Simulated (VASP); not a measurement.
# Pb (P6_3/mmc) in VASP: notebook

The runs below take Pb through relaxation of cell and atoms, with LDA.

All numbers are computed with VASP 6.6.1; they aren't measurements. Logs are shortened: lines on timing, memory, paths and dates and some standing lists are left out, and cuts for length are marked.

## 1. The cell of the first run

Symmetry: P6_3/mmc, No. 194, hexagonal system. The conventional cell has a = 3.058 Å, b = 3.058 Å, c = 5.080 Å, α = 90.00°, β = 90.00°, γ = 120.00°. Within 4.0 Å of Pb (site symmetry -6m2) lie 12 Pb at 3.06 to 3.09 Å.

This isn't the form of Pb at room conditions, which is fcc.

## 2. Relaxation of cell and atoms, LDA, target pressure 41 GPa, at which the enthalpy is minimised

INCAR

```
SYSTEM = Pb
PREC = Accurate
ENCUT = 600
EDIFF = 1E-6
ISMEAR = -1
SIGMA = 0.1
LREAL = .False.
LASPH = .True.
NELM = 60
ALGO = Normal
ISIF = 3
LWAVE = .False.
LCHARG = .False.
GGA = CA
IBRION = 2
NSW = 32
EDIFFG = -0.005
PSTRESS = 410.0
```

KPOINTS

```
regular mesh
0
Gamma
  14 14 8
  0 0 0
```

POSCAR

```
Pb
1.0
    3.0584345241      0.0000000000      0.0000000000
   -1.5292172620      2.6486819937      0.0000000000
    0.0000000000      0.0000000000      5.0801446855
Pb
2
Direct
    0.3333333333      0.6666666667      0.2500000000
    0.6666666667      0.3333333333      0.7500000000
```

Potentials or basis: VASP PAW LDA potentials, release 64 (Pb_d).

The run is started by

```sh
cat potpaw_LDA.64/Pb_d/POTCAR > POTCAR
mpirun -np 1 vasp_std > vasp.out
```

OUTCAR:

```text
SYSTEM = Pb
   PREC = Accurate
   ENCUT = 600
   EDIFF = 1E-6
   ISMEAR = -1
   LREAL = .False.
   LASPH = .True.
   NELM = 60
   ISIF = 3
   GGA = CA
   IBRION = 2
   NSW = 32
   EDIFFG = -0.005
   PSTRESS = 410.0

 ion  position               nearest neighbor table
   1  0.333  0.667  0.250-   2 3.09   2 3.09   2 3.09   2 3.09   2 3.09   2 3.09
   2  0.667  0.333  0.750-   1 3.09   1 3.09   1 3.09   1 3.09   1 3.09   1 3.09

  LATTYP: Found a hexagonal cell.
 ALAT       =     3.0584345241
 C/A-ratio  =     1.6610277727

  Lattice vectors:

 A1 = (   3.0584345241,   0.0000000000,   0.0000000000)
 A2 = (  -1.5292172620,   2.6486819937,   0.0000000000)
 A3 = (   0.0000000000,   0.0000000000,   5.0801446855)

Analysis of symmetry for initial positions (statically):
=====================================================================
 Subroutine PRICEL returns:
 Original cell was already a primitive cell.

 Routine SETGRP: Setting up the symmetry group for a
 hexagonal supercell.

 Subroutine GETGRP returns: Found 24 space group operations
 (whereof 12 operations were pure point group operations)
 out of a pool of 24 trial point group operations.

The static configuration has the point symmetry D_3d.
 The point group associated with its full space group is D_6h.

Analysis of symmetry for dynamics (positions and initial velocities):
=====================================================================
 Subroutine PRICEL returns:
 Original cell was already a primitive cell.

 Routine SETGRP: Setting up the symmetry group for a
 hexagonal supercell.

 Subroutine GETGRP returns: Found 24 space group operations
 (whereof 12 operations were pure point group operations)
 out of a pool of 24 trial point group operations.

The dynamic configuration has the point symmetry D_3d.
 The point group associated with its full space group is D_6h.

 Subroutine INISYM returns: Found 24 space group operations
 (whereof 12 operations are pure point group operations),
 and found     1 'primitive' translations

----------------------------------------------------------------------------------------

                                     Primitive cell

  volume of cell :      41.1533

  direct lattice vectors                    reciprocal lattice vectors
     3.058434524  0.000000000  0.000000000     0.326964659  0.188773134  0.000000000
    -1.529217262  2.648681994  0.000000000     0.000000000  0.377546267  0.000000000
     0.000000000  0.000000000  5.080144685     0.000000000  0.000000000  0.196844787

  length of vectors
     3.058434524  3.058434524  5.080144685     0.377546267  0.377546267  0.196844787

  position of ions in fractional coordinates (direct lattice)
     0.333333333  0.666666667  0.250000000
     0.666666667  0.333333333  0.750000000

  ion indices of the primitive-cell ions
   primitive index   ion index
                 1           1
                 2           2

----------------------------------------------------------------------------------------

 KPOINTS: regular mesh

Automatic generation of k-mesh.
 Grid dimensions read from file:
 generate k-points for:   14   14    8

 Generating k-lattice:

  Cartesian coordinates                     Fractional coordinates (reciprocal lattice)
     0.023354618  0.013483795  0.000000000     0.071428571  0.000000000  0.000000000
     0.000000000  0.026967591  0.000000000     0.000000000  0.071428571  0.000000000
     0.000000000  0.000000000  0.024605598     0.000000000  0.000000000  0.125000000

  Length of vectors
     0.026967591  0.026967591  0.024605598

  Shift w.r.t. Gamma in fractional coordinates (k-lattice)
     0.000000000  0.000000000  0.000000000

 Subroutine IBZKPT returns following result:
 ===========================================

 Found    120 irreducible k-points:

 Following reciprocal coordinates:
            Coordinates               Weight
  0.000000  0.000000  0.000000      1.000000
  0.071429 -0.000000  0.000000      6.000000
  0.142857  0.000000  0.000000      6.000000
  0.214286  0.000000  0.000000      6.000000
  0.285714  0.000000  0.000000      6.000000
  0.357143  0.000000  0.000000      6.000000
[... 16 lines left out ...]
  0.285714  0.285714  0.000000      6.000000
  0.357143  0.285714  0.000000      6.000000
 [... further k-points ...]
   k-points           NKPTS =    120   k-points in BZ     NKDIM =    120   number of bands    NBANDS=     18
   number of dos      NEDOS =    301   number of ions     NIONS =      2
   total plane-waves  NPLWV =  24192
   dimension x,y,z NGX =    24 NGY =   24 NGZ =   42
   dimension x,y,z NGXF=    48 NGYF=   48 NGZF=   84
   ions per type =               2
   NGX,Y,Z   is equivalent  to a cutoff of  13.05, 13.05, 13.74 a.u.
   NGXF,Y,Z  is equivalent  to a cutoff of  26.09, 26.09, 27.49 a.u.
 SYSTEM =  Pb
   PREC   = accura    normal or accurate (medium, high low for compatibility)
   ISTART =      0    job   : 0-new  1-cont  2-samecut
   ICHARG =      2    charge: 1-file 2-atom 10-const
   ISPIN  =      1    spin polarized calculation?
   LNONCOLLINEAR =      F non collinear calculations
   LSORBIT =      F    spin-orbit coupling
   LASPH  =      T    aspherical Exc in radial PAW
   ENCUT  =  600.0 eV  44.10 Ry    6.64 a.u.   6.11  6.11 10.15*2*pi/ulx,y,z
   NELM   =     60;   NELMIN=  2; NELMDL= -5     # of ELM steps
   EDIFF  = 0.1E-05   stopping-criterion for ELM
   LREAL  =      F    real-space projection
   EDIFFG = -.5E-02   stopping-criterion for IOM
   NSW    =     32    number of steps for IOM
   IBRION =      2    ionic relax: 0-MD 1-quasi-New 2-CG
   NFREE  =      1    steps in history (QN), initial steepest desc. (CG)
   ISIF   =      3    stress and relaxation
   ISYM   =      2    0-nonsym 1-usesym 2-fastsym
   POTIM  = 0.5000    time-step for ionic-motion
   TEBEG  =    0.0;   TEEND  =   0.0 temperature during run
   PSTRESS=  410.0 pullay stress
   NELECT =      28.0000    total number of electrons
   NUPDOWN=      -1.0000    fix difference up-down
   EMIN   =  10.00;   EMAX   =-10.00  energy-range for DOS
   EFERMI =   0.00;   METHOD = LEGACY
   ISMEAR =    -1;   SIGMA  =   0.10  broadening in eV -4-tet -1-fermi 0-gaus
   EFERMI_NEDOS =   21; number of points for ismear=-14 and -15
   IALGO  =     38    algorithm
   IMIX   =      4    mixing-type and parameters
     AMIX     =   0.40;   BMIX     =  1.00
     AMIX_MAG =   1.60;   BMIX_MAG =  1.00
  volume/ion in A,a.u.               =      20.58       138.86
  Fermi-wavevector in a.u.,A,eV,Ry     =   1.439878  2.720976 28.208276  2.073250
  Thomas-Fermi vector in A             =   2.558685
   LORBIT       =      0    0 simple, 1 ext, 2 COOP (PROOUT), +10 PAW based schemes
   GGA     = CA    functional components
   LHFCALC =     F    Hartree Fock is set to
   AEXX    =    0.0000 exact exchange contribution
   IVDW    =     0    specifies the selected vdW correction
   LEPSILON=     F    determine dielectric tensor
   LRPA    =     F    only Hartree local field effects (RPA)
 conjugate gradient relaxation of ions
 non-spin polarized calculation
  energy-cutoff  :      600.00
  volume of cell :       41.15
 maximum number of plane-waves:      1398
   NGX = 13   NGY = 13   NGZ = 21

--------------------------------------- Ionic step        1  -------------------------------------------

 number of electron      28.0000002 magnetization

 Free energy of the ion-electron system (eV)
  ---------------------------------------------------
  ext. energy  EPLUGINS =         0.00000000
  ---------------------------------------------------
  free energy    TOTEN  =        -6.95135871 eV

  energy without entropy =       -6.92316265  energy(sigma->0) =       -6.93726068

------------------------ aborting loop because EDIFF is reached ----------------------------------------

  FORCE on cell =-STRESS in cart. coord.  units (eV):
  Direction    XX          YY          ZZ          XY          YZ          ZX
  --------------------------------------------------------------------------------------
  -------------------------------------------------------------------------------------
  Total       10.6519886     10.6519886     10.6571766      0.0000000      0.0000000      0.0000000
  in kB      414.7020555    414.7020555    414.9040354      0.0000000      0.0000000      0.0000000
  external PRESSURE =       4.7693822 kB  Pullay stress =     410.0000000 kB

 VOLUME and BASIS-vectors are now :
 -----------------------------------------------------------------------------
  energy-cutoff  :      600.00
  volume of cell :       41.15
      direct lattice vectors                 reciprocal lattice vectors
     3.058434524  0.000000000  0.000000000     0.326964659  0.188773134  0.000000000
    -1.529217262  2.648681994  0.000000000     0.000000000  0.377546267  0.000000000
     0.000000000  0.000000000  5.080144685     0.000000000  0.000000000  0.196844787
[... 46 lines left out ...]
  FREE ENERGIE OF THE ION-ELECTRON SYSTEM (eV)
  ---------------------------------------------------
  free  energy   TOTEN  =        -7.0439408851 eV

  energy  without entropy=       -7.0157676683  energy(sigma->0) =       -7.02985428

  enthalpy is  TOTEN    =         3.5809066425 eV   P V=       10.6248475277

--------------------------------------- Ionic step        3  -------------------------------------------

 number of electron      28.0000001 magnetization

 Free energy of the ion-electron system (eV)
  ---------------------------------------------------
  ext. energy  EPLUGINS =         0.00000000
  ---------------------------------------------------
  free energy    TOTEN  =        -6.97594282 eV

  energy without entropy =       -6.94775119  energy(sigma->0) =       -6.96184701

 E-fermi :  12.3580     XC(G=0): -12.4381

 val. band max:       12.3551680943   @ k =   0.2857   0.2857   0.1250
 cond. band min:      12.3757829769   @ k =   0.2857   0.1429   0.2500
 fundamental gap:      0.0206148825
 Fermi energy:        12.3580206813

 k-point     1 :       0.0000    0.0000    0.0000
  band No.  band energies     occupation
      1      -5.6589      2.00000
      2      -5.3925      2.00000
      3      -5.3191      2.00000
      4      -5.3191      2.00000
      5      -5.2492      2.00000
      6      -5.2492      2.00000
[... 10 lines left out ...]
     17      22.0322      0.00000
     18      22.9175      0.00000
[... 463 lines left out ...]
 k-point    24 :       0.3571    0.2857    0.0000
  band No.  band energies     occupation
      1      -5.6423      2.00000
      2      -5.3683      2.00000
      3      -5.2621      2.00000
      4      -5.2250      2.00000
      5      -5.1582      2.00000
      6      -5.0634      2.00000
[... 10 lines left out ...]
     17      13.6572      0.00000
     18      14.1410      0.00000

 [... further k-points ...]

------------------------ aborting loop because EDIFF is reached ----------------------------------------

  FORCE on cell =-STRESS in cart. coord.  units (eV):
  Direction    XX          YY          ZZ          XY          YZ          ZX
  --------------------------------------------------------------------------------------
  -------------------------------------------------------------------------------------
  Total       10.5549624     10.5549624     10.5596928      0.0000000      0.0000000     -0.0000000
  in kB      409.9736671    409.9736671    410.1574035      0.0000000      0.0000000     -0.0000000
  external PRESSURE =       0.0349126 kB  Pullay stress =     410.0000000 kB

 VOLUME and BASIS-vectors are now :
 -----------------------------------------------------------------------------
  energy-cutoff  :      600.00
  volume of cell :       41.25
      direct lattice vectors                 reciprocal lattice vectors
     3.060764121  0.000000000  0.000000000     0.326715801  0.188629455 -0.000000000
    -1.530382060  2.650699484  0.000000000    -0.000000000  0.377258911  0.000000000
     0.000000000  0.000000000  5.084180429     0.000000000  0.000000000  0.196688535

 POSITION                                       TOTAL-FORCE (eV/Angst)
 -----------------------------------------------------------------------------------
     -0.00000      1.76713      1.27105        -0.000000      0.000000      0.000000
      1.53038      0.88357      3.81314         0.000000     -0.000000      0.000000
 -----------------------------------------------------------------------------------
    total drift:                                0.000000     -0.000000      0.000000

  FREE ENERGIE OF THE ION-ELECTRON SYSTEM (eV)
  ---------------------------------------------------
  free  energy   TOTEN  =        -6.9759428244 eV

  energy  without entropy=       -6.9477511903  energy(sigma->0) =       -6.96184701

  enthalpy is  TOTEN    =         3.5796975142 eV   P V=       10.5556403385

 reached required accuracy - stopping structural energy minimisation
```

Wall time 47 s (1 thread of Intel Xeon 6975P-C (Granite Rapids), shared host); peak memory 0.22 GiB.

Results:

| Property | Result |
| --- | --- |
| Free energy | -6.9759 eV |
| Relaxed volume | 20.62 Å³/atom |
| Relaxed cell | a = 3.061 Å, b = 3.061 Å, c = 5.084 Å, α = 90.00°, β = 90.00°, γ = 120.00° |
| Space group after relaxing (to 0.1 Å) | P6_3/mmc (No. 194) |
| Energy change on relaxing (the run minimises the enthalpy) | -12.3 meV/atom |
| Ionic steps | 3 |
| Pressure after relaxing | 41.0 GPa |
| Band gap on the k mesh | zero (bands 14 and 15 overlap by 10.90 eV) |

Step by step:
```
step  energy change (eV)  largest force (eV/Å)  pressure (GPa)  volume (Å³)
   1              0.0000                0.0000           41.48        41.15
   2             -0.0926                0.0000           39.57        41.52
   3             -0.0246                0.0000           41.00        41.25
```

Final structure:
```cif
data_structure
_symmetry_space_group_name_H-M 'P 1'
_symmetry_Int_Tables_number 1
_cell_length_a 3.0608
_cell_length_b 3.0608
_cell_length_c 5.0842
_cell_angle_alpha 90.000
_cell_angle_beta 90.000
_cell_angle_gamma 120.000
_cell_volume 41.25
loop_
_atom_site_label
_atom_site_type_symbol
_atom_site_fract_x
_atom_site_fract_y
_atom_site_fract_z
_atom_site_occupancy
Pb1 Pb 0.33333 0.66667 0.25000 1
Pb2 Pb 0.66667 0.33333 0.75000 1
```

Caveat: the cell is relaxed towards a set pressure, so the run minimises the enthalpy, not the energy; spin-orbit coupling is left out, which moves the levels of the heavy elements.

[end of part 1 of 2]
